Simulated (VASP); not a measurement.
A run of VASP 6.6.1:

The input POSCAR:

```
SiGe
1.0
    3.9044512986      0.0000000000      0.0000000000
   -1.9522256493      3.3813540124      0.0000000000
    0.0000000000      0.0000000000      6.4507830000
Si Ge
2 2
Direct
    0.6666666667      0.3333333333      0.9133619852
    0.3333333333      0.6666666667      0.4133619852
    0.6666666667      0.3333333333      0.5003920000
    0.3333333333      0.6666666667      0.0003920000
```

Contents of INCAR.step1:

```
SYSTEM = SiGe
PREC     = Accurate       ! precision mode
ENCUT    = 520            ! plane-wave cutoff, eV
ISMEAR   = 0              ! smearing method
SIGMA    = 0.05           ! smearing width, eV
LREAL    = .False.        ! projectors in reciprocal space
LASPH    = .True.         ! aspherical terms in the spheres
NELM     = 100            ! most SCF steps
NBANDS   = 26             ! bands
GGA      = PE             ! functional
ALGO     = Normal         ! electronic algorithm
EDIFF    = 1E-4           ! SCF threshold, eV
LWAVE    = .True.         ! write WAVECAR
LCHARG   = .False.        ! write CHGCAR
```

INCAR.step2

```
SYSTEM = SiGe
PREC     = Accurate       ! precision mode
ENCUT    = 520            ! plane-wave cutoff, eV
EDIFF    = 1E-6           ! SCF threshold, eV
ISMEAR   = 0              ! smearing method
SIGMA    = 0.05           ! smearing width, eV
LREAL    = .False.        ! projectors in reciprocal space
LASPH    = .True.         ! aspherical terms in the spheres
NELM     = 100            ! most SCF steps
ALGO     = Normal         ! electronic algorithm
ISIF     = 2              ! what is computed and relaxed
LWAVE    = .False.        ! write WAVECAR
LCHARG   = .False.        ! write CHGCAR
METAGGA  = R2SCAN         ! meta-GGA
LMIXTAU  = .True.       
NBANDS   = 26             ! bands
ISTART   = 1
```

Contents of KPOINTS:

```
Automatic mesh
0
Gamma
  12 12 4
  0 0 0
```

Potentials or basis: VASP PAW PBE potentials, release 64 (Si, Ge_d).

Command:

```sh
$ cat potpaw_PBE.64/Si/POTCAR potpaw_PBE.64/Ge_d/POTCAR > POTCAR
$ cp INCAR.step1 INCAR
$ mpirun -np 1 vasp_std > vasp.out
$ cp INCAR.step2 INCAR
$ mpirun -np 1 vasp_std > vasp.out
```

Hardware: 1 thread of Intel Xeon 8259CL, with other jobs on the host.

Question: Estimate the wall time of this run.

Answer: Run time: 12 min on 1 thread of Intel Xeon 8259CL, with other jobs on the host, peak memory 0.28 GiB. Counts: k points 57.
